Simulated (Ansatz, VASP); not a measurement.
# Two plane-wave programs on Ir

```xyz
1
Lattice="0.0000 1.8429 1.7661 1.8429 0.0000 1.7661 1.8429 1.8429 0.0000" Properties=species:S:1:pos:R:3 pbc="T T T"
Ir    0.0000    0.0000    0.0000
```

Change from the starting cell: strain -0.040 along x and y, -0.080 along z, atoms carried along.

Alike in both runs: task single point; functional r2SCAN; k mesh 22 × 22 × 22; occupations gaussian, width 0.15 eV; no spin polarisation.

```csv
,VASP,Ansatz
version,VASP 6.6.1,Ansatz 0.2.0
potentials or method,"VASP PAW PBE potentials, release 64 (Ir), cutoff 520 eV","scalar-relativistic, plane waves, PAW"
valence electrons in the cell,9,17
```

Ansatz gave:

| Property | Result |
| --- | --- |
| gap on the k mesh at the Fermi level (eV) | none |
| pressure (GPa) | 97.7 |
| traceless stress, the component that is largest in VASP (GPa) | 16.14 |

Question: Estimate VASP's values.

Answer: gap on the k mesh at the Fermi level (eV): none; pressure (GPa): 103.9; traceless stress, the component that is largest in VASP (GPa): 16.22.

VASP's potentials were made for PBE, not for r2SCAN. A gap of «none» marks a metal or a gap that the smearing closes. Both programs put the cell under a high pressure, so it lies far from rest at this level. VASP's potentials hold 9 valence electrons a cell and Ansatz's 17, so a difference there can come from the potentials and not from the codes.

Neither program's run includes spin-orbit coupling. Noted on VASP's run: the cell as given lies far from equilibrium.
